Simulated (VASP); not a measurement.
# MoS2 (P6_3/mmc) in VASP: further runs, part 2 of 2

VASP 6.6.1. Earlier steps stand in the parts before.

## 3. Single point, PBEsol

This run uses another cell than the first one, of 15.68 Å³/atom, 1.010 times its volume.

INCAR reads:

```
PREC = Accurate
ENCUT = 520
EDIFF = 1E-6
ISMEAR = 1
SIGMA = 0.144
LREAL = F
LASPH = T
NELM = 80
ALGO = Normal
ISIF = 2
LWAVE = F
LCHARG = F
GGA = PS
NBANDS = 35
```

KPOINTS reads:

```
regular mesh
0
Gamma
  12 12 2
```

POSCAR reads:

```
MoS2
1.0
    2.9846000000      0.0000000000      0.0000000000
   -1.4923000000      2.5847394201      0.0000000000
    0.0000000000      0.0000000000     12.1932000000
Mo S
2 4
Direct
    0.3333333333      0.6666666667      0.2500000000
    0.6666666667      0.3333333333      0.7500000000
    0.3333333333      0.6666666667      0.6259932117
    0.6666666667      0.3333333333      0.1259932117
    0.3333333333      0.6666666667      0.8740067883
    0.6666666667      0.3333333333      0.3740067883
```

Potentials or basis: VASP PAW PBE potentials, release 64 (Mo_sv, S).

Command:

```bash
$ cat potpaw_PBE.64/Mo_sv/POTCAR potpaw_PBE.64/S/POTCAR > POTCAR
$ mpirun -np 1 vasp_std > vasp.out
```

OUTCAR:

```text
PREC = Accurate
   ENCUT = 520
   EDIFF = 1E-6
   ISMEAR = 1
   LREAL = F
   LASPH = T
   NELM = 80
   ISIF = 2
   GGA = PS

 ion  position               nearest neighbor table
   1  0.333  0.667  0.250-   4 2.29   6 2.29   4 2.29   6 2.29   4 2.29   6 2.29
   2  0.667  0.333  0.750-   3 2.29   5 2.29   3 2.29   5 2.29   3 2.29   5 2.29
   3  0.333  0.667  0.626-   2 2.29   2 2.29   2 2.29
   4  0.667  0.333  0.126-   1 2.29   1 2.29   1 2.29
   5  0.333  0.667  0.874-   2 2.29   2 2.29   2 2.29
   6  0.667  0.333  0.374-   1 2.29   1 2.29   1 2.29

  LATTYP: Found a hexagonal cell.
 ALAT       =     2.9846000000
 C/A-ratio  =     4.0853715741

  Lattice vectors:

 A1 = (   2.9846000000,   0.0000000000,   0.0000000000)
 A2 = (  -1.4923000000,   2.5847394201,   0.0000000000)
 A3 = (   0.0000000000,   0.0000000000,  12.1932000000)

Analysis of symmetry for initial positions (statically):
=====================================================================
 Subroutine PRICEL returns:
 Original cell was already a primitive cell.

 Routine SETGRP: Setting up the symmetry group for a
 hexagonal supercell.

 Subroutine GETGRP returns: Found 24 space group operations
 (whereof 12 operations were pure point group operations)
 out of a pool of 24 trial point group operations.

The static configuration has the point symmetry D_3d.
 The point group associated with its full space group is D_6h.

Analysis of symmetry for dynamics (positions and initial velocities):
=====================================================================
 Subroutine PRICEL returns:
 Original cell was already a primitive cell.

 Routine SETGRP: Setting up the symmetry group for a
 hexagonal supercell.

 Subroutine GETGRP returns: Found 24 space group operations
 (whereof 12 operations were pure point group operations)
 out of a pool of 24 trial point group operations.

The dynamic configuration has the point symmetry D_3d.
[... 130 lines left out ...]
  Fermi-wavevector in a.u.,A,eV,Ry     =   1.343597  2.539030 24.561963  1.805253
  Thomas-Fermi vector in A             =   2.471658
   LORBIT       =      0    0 simple, 1 ext, 2 COOP (PROOUT), +10 PAW based schemes
   GGA     = PS    functional components
   LHFCALC =     F    Hartree Fock is set to
   AEXX    =    0.0000 exact exchange contribution
   IVDW    =     0    specifies the selected vdW correction
   LEPSILON=     F    determine dielectric tensor
   LRPA    =     F    only Hartree local field effects (RPA)
 non-spin polarized calculation
 Methfessel and Paxton  Order N= 1 SIGMA  =   0.14
  energy-cutoff  :      520.00
  volume of cell :       94.06
 maximum number of plane-waves:      2602
 NGX is ok and might be reduce to    24
   NGX = 11   NGY = 11   NGZ = 45

 number of electron      52.0000002 magnetization

 Free energy of the ion-electron system (eV)
  ---------------------------------------------------
  ext. energy  EPLUGINS =         0.00000000
  ---------------------------------------------------
  free energy    TOTEN  =       -45.89132987 eV

  energy without entropy =      -45.89153189  energy(sigma->0) =      -45.89139721

 E-fermi :   9.0591     XC(G=0): -11.5872

 val. band max:        8.9873072048   @ k =   0.0000   0.0000   0.0000
 cond. band min:       9.9875822389   @ k =   0.1667   0.1667   0.0000
 fundamental gap:      1.0002750341
 Fermi energy:         9.0590768388

 k-point     1 :       0.0000    0.0000    0.0000
  band No.  band energies     occupation
      1     -52.1155      2.00000
      2     -52.1155      2.00000
      3     -26.5104      2.00000
      4     -26.5102      2.00000
      5     -25.9968      2.00000
      6     -25.9968      2.00000
[... 901 lines left out ...]
     34      13.3898      0.00000
     35      15.9304      0.00000

 [... further k-points ...]

------------------------ aborting loop because EDIFF is reached ----------------------------------------

  FORCE on cell =-STRESS in cart. coord.  units (eV):
  Direction    XX          YY          ZZ          XY          YZ          ZX
  --------------------------------------------------------------------------------------
  -------------------------------------------------------------------------------------
  Total       16.2050633     16.2050633     15.0467795      0.0000000      0.0000000      0.0000000
  in kB      276.0201037    276.0201037    256.2911085      0.0000000      0.0000000      0.0000000
  external PRESSURE =     269.4437720 kB  Pullay stress =       0.0000000 kB

 VOLUME and BASIS-vectors are now :
 -----------------------------------------------------------------------------
  energy-cutoff  :      520.00
  volume of cell :       94.06
      direct lattice vectors                 reciprocal lattice vectors
     2.984600000  0.000000000  0.000000000     0.335053273  0.193443098  0.000000000
    -1.492300000  2.584739420  0.000000000     0.000000000  0.386886195  0.000000000
     0.000000000  0.000000000 12.193200000     0.000000000  0.000000000  0.082012925

 POSITION                                       TOTAL-FORCE (eV/Angst)
 -----------------------------------------------------------------------------------
     -0.00000      1.72316      3.04830        -0.000000      0.000000      0.000000
      1.49230      0.86158      9.14490         0.000000     -0.000000      0.000000
     -0.00000      1.72316      7.63286        -0.000000      0.000000     -2.395222
      1.49230      0.86158      1.53626         0.000000     -0.000000     -2.395222
     -0.00000      1.72316     10.65694        -0.000000      0.000000      2.395222
      1.49230      0.86158      4.56034         0.000000      0.000000      2.395222
 -----------------------------------------------------------------------------------
    total drift:                               -0.000000      0.000000     -0.000000

  FREE ENERGIE OF THE ION-ELECTRON SYSTEM (eV)
  ---------------------------------------------------
  free  energy   TOTEN  =       -45.8913298688 eV

  energy  without entropy=      -45.8915318936  energy(sigma->0) =      -45.89139721
```

OSZICAR:

```text
N       E                     dE             d eps       ncg     rms          rms(c)
DAV:   1     0.467091313314E+03    0.46709E+03   -0.29570E+04  2852   0.144E+03
DAV:   2    -0.256903753049E+02   -0.49278E+03   -0.47705E+03  3188   0.386E+02
DAV:   3    -0.479308290505E+02   -0.22240E+02   -0.21877E+02  3301   0.768E+01
DAV:   4    -0.483182645924E+02   -0.38744E+00   -0.38657E+00  3169   0.103E+01
DAV:   5    -0.483252514455E+02   -0.69869E-02   -0.69854E-02  3149   0.138E+00    0.496E+01
DAV:   6    -0.462965077345E+02    0.20287E+01   -0.74124E+00  2912   0.180E+01    0.168E+01
DAV:   7    -0.460991451428E+02    0.19736E+00   -0.29960E+00  2853   0.987E+00    0.969E+00
DAV:   8    -0.458935490972E+02    0.20560E+00   -0.68330E-01  2879   0.546E+00    0.338E+00
DAV:   9    -0.458989956383E+02   -0.54465E-02   -0.67966E-02  3139   0.124E+00    0.175E+00
DAV:  10    -0.458918079700E+02    0.71877E-02   -0.43192E-02  2912   0.131E+00    0.420E-01
DAV:  11    -0.458913467720E+02    0.46120E-03   -0.32260E-03  2882   0.380E-01    0.115E-01
DAV:  12    -0.458913362716E+02    0.10500E-04   -0.20130E-04  3063   0.778E-02    0.106E-01
DAV:  13    -0.458913306070E+02    0.56646E-05   -0.50604E-05  2944   0.371E-02    0.414E-02
DAV:  14    -0.458913298688E+02    0.73815E-06   -0.32712E-06  2639   0.102E-02
   1 F= -.45891330E+02 E0= -.45891397E+02  d E =0.202025E-03
```

Wall time 55 s (1 thread of Intel Xeon 6975P-C (Granite Rapids), shared host); peak memory 0.27 GiB.

What came out:

- Free energy: -45.8913 eV
- Pressure: 26.9 GPa
- Largest force: 2.395 eV/Å
- Band gap on the k mesh: 1.00 eV, indirect (least direct gap 2.21 eV)

Forces in eV/Å, atoms in the order of the input:
```
Mo   0.000  0.000  0.000
Mo   0.000  0.000  0.000
S    0.000  0.000 -2.395
S    0.000  0.000 -2.395
S    0.000  0.000  2.395
S    0.000  0.000  2.395
```

Stress tensor (GPa, compression positive):
```
27.60  0.00  0.00
 0.00 27.60  0.00
 0.00  0.00 25.63
```

Caveat: the PAW data sets were made with another functional, which shifts forces and pressure a little; this functional lacks dispersion, which binds the layers, so the pressure and a relaxed spacing across them are unreliable. As with any semilocal functional, this PBEsol gap is likely too small.
